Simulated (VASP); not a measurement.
# Li3Mg3H in VASP: single point with PBEsol

Aim: the single point of Li3Mg3H with PBEsol.

All numbers are computed with VASP 6.6.1; they aren't measurements. Logs are shortened: lines on timing, memory, paths and dates and some standing lists are left out, and cuts for length are marked.

## 1. The cell of the first run

The cell holds a slab with vacuum, 14 atoms: a = 6.025 Å, b = 5.724 Å, c = 22.811 Å, α = 90.00°, β = 90.00°, γ = 100.44°.

## 2. Single point, PBEsol

Input file INCAR:

```
PREC     = Accurate       # precision mode
ENCUT    = 520            # plane-wave cutoff, eV
EDIFF    = 1E-7           # SCF threshold, eV
ISMEAR   = 0              # smearing method
SIGMA    = 0.1            # smearing width, eV
LREAL    = False          # projectors in reciprocal space
LASPH    = True           # aspherical terms in the spheres
NELM     = 100            # most SCF steps
ALGO     = Fast           # electronic algorithm
ISIF     = 2              # what is computed and relaxed
LWAVE    = False          # write WAVECAR
LCHARG   = True           # write CHGCAR
LDIPOL   = True         
IDIPOL   = 3            
DIPOL    = 0.5 0.5 0.305
GGA      = PS             # functional
LELF     = True           # ELF
LVHAR    = True         
LVACPOTAV= True         
NBANDS   = 29             # bands
```

Input file KPOINTS:

```
Automatic mesh
0
Gamma
  5 5 1
```

Input file POSCAR:

```
Li3Mg3H
1.0
    6.0253439304      0.0000000000      0.0000000000
   -1.0368797563      5.6294765090      0.0000000000
    0.0000000000      0.0000000000     22.8105013686
Li Mg H
6 6 2
Direct
    0.1286395062      0.7475285953      0.1753578291
    0.6286395062      0.7475285953      0.1753578291
    0.2534479804      0.4968013262      0.2787670020
    0.7534479804      0.4968013262      0.2787670020
    0.3535206334      0.2494386221      0.3862475983
    0.8535206334      0.2494386221      0.3862475983
    0.3786395062      0.2475285953      0.1753578291
    0.8786395062      0.2475285953      0.1753578291
    0.0044038362      0.9961396828      0.2827426523
    0.5044038362      0.9961396828      0.2827426523
    0.1464402521      0.7305985905      0.3860054452
    0.6464402521      0.7305985905      0.3860054452
    0.8535206334      0.1691649793      0.4480612330
    0.8535206334      0.3297122648      0.4480612330
```

Potentials or basis: VASP PAW PBE potentials, release 64 (Li_sv, Mg, H).

Run with:

```bash
cat potpaw_PBE.64/Li_sv/POTCAR potpaw_PBE.64/Mg/POTCAR potpaw_PBE.64/H/POTCAR > POTCAR
mpirun -np 1 vasp_std > vasp.out
```

OUTCAR:

```text
PREC = Accurate
   ENCUT = 520
   EDIFF = 1E-7
   ISMEAR = 0
   LREAL = False
   LASPH = True
   NELM = 100
   ISIF = 2
   GGA = PS

 ion  position               nearest neighbor table
   1  0.129  0.748  0.175-   7 2.98   8 2.98   9 3.00
   2  0.629  0.748  0.175-   8 2.98   7 2.98  10 3.00
   3  0.253  0.497  0.279-  11 2.92   7 2.93  10 2.98   9 2.99
   4  0.753  0.497  0.279-  12 2.92   8 2.93   9 2.98  10 2.99
   5  0.354  0.249  0.386-  12 2.99  10 3.00  11 3.01
   6  0.854  0.249  0.386-  14 1.48  13 1.48  11 2.99   9 3.00  12 3.01
   7  0.379  0.248  0.175-   3 2.93   2 2.98   1 2.98  10 3.01   8 3.01   8 3.01   9 3.46
   8  0.879  0.248  0.175-   4 2.93   1 2.98   2 2.98   9 3.01   7 3.01   7 3.01  10 3.46
   9  0.004  0.996  0.283-   4 2.98   3 2.99   1 3.00   6 3.00   8 3.01  11 3.01  10 3.01  10 3.01
                            12 3.36   7 3.46
  10  0.504  0.996  0.283-   3 2.98   4 2.99   2 3.00   5 3.00   7 3.01  12 3.01   9 3.01   9 3.01
                            11 3.36   8 3.46
  11  0.146  0.731  0.386-   3 2.92   6 2.99   5 3.01   9 3.01  12 3.01  12 3.01  10 3.36
  12  0.646  0.731  0.386-   4 2.92   5 2.99   6 3.01  10 3.01  11 3.01  11 3.01   9 3.36
  13  0.854  0.169  0.448-   6 1.48
  14  0.854  0.330  0.448-   6 1.48

  Warning from LATTYP: Monoclinic adjustment (A1->A3, A2->A1, A3->A2)!
  LATTYP: Found a simple monoclinic cell.
 ALAT       =     5.7241702800
 B/A-ratio  =     3.9849445863
 C/A-ratio  =     1.0526143765
 COS(beta)  =    -0.1811406205

  Lattice vectors:

 A1 = (  -1.0368797563,   5.6294765090,   0.0000000000)
 A2 = (   0.0000000000,   0.0000000000,  22.8105013686)
 A3 = (   6.0253439304,   0.0000000000,   0.0000000000)

Analysis of symmetry for initial positions (statically):
=====================================================================
 Subroutine PRICEL returns:
 Original cell was already a primitive cell.

 Routine SETGRP: Setting up the symmetry group for a
 simple monoclinic supercell.

 Subroutine GETGRP returns: Found  1 space group operations
 (whereof  1 operations were pure point group operations)
 out of a pool of  4 trial point group operations.

The static configuration has the point symmetry C_1 .

Analysis of symmetry for dynamics (positions and initial velocities):
=====================================================================
 Subroutine PRICEL returns:
 Original cell was already a primitive cell.

 Routine SETGRP: Setting up the symmetry group for a
 simple monoclinic supercell.

 Subroutine GETGRP returns: Found  1 space group operations
 (whereof  1 operations were pure point group operations)
 out of a pool of  4 trial point group operations.

[... 136 lines left out ...]
   LORBIT       =      0    0 simple, 1 ext, 2 COOP (PROOUT), +10 PAW based schemes
   GGA     = PS    functional components
   LHFCALC =     F    Hartree Fock is set to
   AEXX    =    0.0000 exact exchange contribution
   IVDW    =     0    specifies the selected vdW correction
   LEPSILON=     F    determine dielectric tensor
   LRPA    =     F    only Hartree local field effects (RPA)
 non-spin polarized calculation
 RMM-DIIS sequential band-by-band and
 Gauss-broadening in eV      SIGMA  =   0.10
  energy-cutoff  :      520.00
  volume of cell :      773.72
 maximum number of plane-waves:     20877
 NGX is ok and might be reduce to    48
   NGX = 23   NGY = 21   NGZ = 85

 dipolmoment           0.000000      0.000000      0.011358 electrons x Angstroem

 number of electron      32.0000011 magnetization

 dipolmoment           0.000000      0.000000     -0.030966 electrons x Angstroem

 Free energy of the ion-electron system (eV)
  ---------------------------------------------------
  ext. energy  EPLUGINS =         0.00000000
  ---------------------------------------------------
  free energy    TOTEN  =       -25.70214456 eV

  energy without entropy =      -25.65784022  energy(sigma->0) =      -25.67999239

 E-fermi :  -1.7873     XC(G=0):  -3.3505

 val. band max:       -1.8006386798   @ k =   0.2000   0.2000   0.0000
 cond. band min:      -1.7688956270   @ k =   0.4000   0.0000   0.0000
 fundamental gap:      0.0317430527
 Fermi energy:        -1.7872816771

 k-point     1 :       0.0000    0.0000    0.0000
  band No.  band energies     occupation
      1     -47.9961      2.00000
      2     -47.8750      2.00000
      3     -47.8484      2.00000
      4     -47.4684      2.00000
      5     -47.4344      2.00000
      6     -47.2527      2.00000
[... 392 lines left out ...]
     27       1.6542      0.00000
     28       2.1371      0.00000
 [bands above 28 left out]

------------------------ aborting loop because EDIFF is reached ----------------------------------------

  FORCE on cell =-STRESS in cart. coord.  units (eV):
  Direction    XX          YY          ZZ          XY          YZ          ZX
  --------------------------------------------------------------------------------------
  -------------------------------------------------------------------------------------
  Total       -1.3707591     -1.3106576      3.5022821      1.1414028     -0.2155283     -0.0292867
  in kB       -2.8384878     -2.7140331      7.2523211      2.3635502     -0.4463033     -0.0606451
  external PRESSURE =       0.5666000 kB  Pullay stress =       0.0000000 kB

 VOLUME and BASIS-vectors are now :
 -----------------------------------------------------------------------------
  energy-cutoff  :      520.00
  volume of cell :      773.72
      direct lattice vectors                 reciprocal lattice vectors
     6.025343930  0.000000000  0.000000000     0.165965630  0.030568811  0.000000000
    -1.036879756  5.629476509  0.000000000     0.000000000  0.177636410  0.000000000
     0.000000000  0.000000000 22.810501369     0.000000000  0.000000000  0.043839457

 POSITION                                       TOTAL-FORCE (eV/Angst)
 -----------------------------------------------------------------------------------
      0.00000      4.20819      4.00000         0.049330     -0.006396     -0.001963
      3.01267      4.20819      4.00000         0.033349     -0.012499     -0.006093
      1.01199      2.79673      6.35882        -0.000290     -0.001036      0.029564
      4.02466      2.79673      6.35882         0.017211     -0.032012      0.009097
      1.87145      1.40421      8.81050        -0.003223     -0.007998     -0.008753
      4.88412      1.40421      8.81050        -0.009388      0.038334     -2.540837
      2.02478      1.39346      4.00000        -0.045210      0.025493     -0.036756
      5.03745      1.39346      4.00000        -0.039615      0.041494     -0.014055
     -1.00634      5.60774      6.44950        -0.006585      0.015559      0.020550
      2.00633      5.60774      6.44950        -0.002884     -0.012016      0.006443
      0.12481      4.11289      8.80498        -0.086605     -0.063399     -0.007605
      3.13748      4.11289      8.80498         0.108186      0.055298      0.050739
      4.96735      0.95231     10.22050        -0.296796      1.292829      1.261695
      4.80088      1.85611     10.22050         0.282520     -1.333648      1.237973
 -----------------------------------------------------------------------------------
    total drift:                                0.000085      0.001145     -0.004816

  FREE ENERGIE OF THE ION-ELECTRON SYSTEM (eV)
  ---------------------------------------------------
  free  energy   TOTEN  =       -25.7021445608 eV

  energy  without entropy=      -25.6578402180  energy(sigma->0) =      -25.67999239

 vacuum level on the upper side and lower side of the slab         1.766         1.931
```

OSZICAR:

```text
N       E                     dE             d eps       ncg     rms          rms(c)
DAV:   1     0.115156600324E+03    0.11516E+03   -0.12259E+04   866   0.804E+02
DAV:   2     0.814972947484E+00   -0.11434E+03   -0.10735E+03   903   0.188E+02
DAV:   3    -0.149009471512E+02   -0.15716E+02   -0.15428E+02  1192   0.526E+01
DAV:   4    -0.270550232103E+02   -0.12154E+02   -0.12041E+02  1372   0.344E+01
[... 40 lines left out ...]
RMM:  45    -0.257021441546E+02   -0.16028E-06   -0.18191E-06   933   0.464E-03    0.154E-03
RMM:  46    -0.257021442854E+02   -0.13087E-06   -0.15469E-06   947   0.441E-03    0.158E-03
RMM:  47    -0.257021443987E+02   -0.11324E-06   -0.13200E-06   936   0.422E-03    0.161E-03
RMM:  48    -0.257021444880E+02   -0.89287E-07   -0.10766E-06   934   0.404E-03    0.164E-03
RMM:  49    -0.257021445608E+02   -0.72856E-07   -0.91830E-07   908   0.389E-03
   1 F= -.25702145E+02 E0= -.25679992E+02  d E =-.443043E-01
```

Run time: 36 min. Hardware: 1 thread of Oxide Virtual Turin-like, shared host; peak memory 0.98 GiB.

Results:

```
Free energy            : -25.7021 eV
Largest force          : 2.541 eV/Å
Band gap on the k mesh : zero (bands 16 and 17 overlap by 0.28 eV)
```

Forces in eV/Å, atoms in the order of the input:
```
Li   0.049 -0.006 -0.002
Li   0.033 -0.012 -0.006
Li   0.000 -0.001  0.030
Li   0.017 -0.032  0.009
Li  -0.003 -0.008 -0.009
Li  -0.009  0.038 -2.541
Mg  -0.045  0.025 -0.037
Mg  -0.040  0.041 -0.014
Mg  -0.007  0.016  0.021
Mg  -0.003 -0.012  0.006
Mg  -0.087 -0.063 -0.008
Mg   0.108  0.055  0.051
H   -0.297  1.293  1.262
H    0.283 -1.334  1.238
```

Levels at points of the mesh, in eV from the Fermi level:
```
           k point  band 14  band 15  band 16  band 17  band 18  band 19
(0.00, 0.00, 0.00)    -0.80    -0.39    -0.26    -0.17     0.13     1.00
```

Caveat: the cutoff is under 1.25 times the usual one of these potentials, so pressure, stress and relaxed cells hold a basis-set (Pulay) error; the PAW data sets were made with another functional, which shifts forces and pressure a little.

The gap in the log of VASP goes by the Fermi energy; the results here count the filled bands.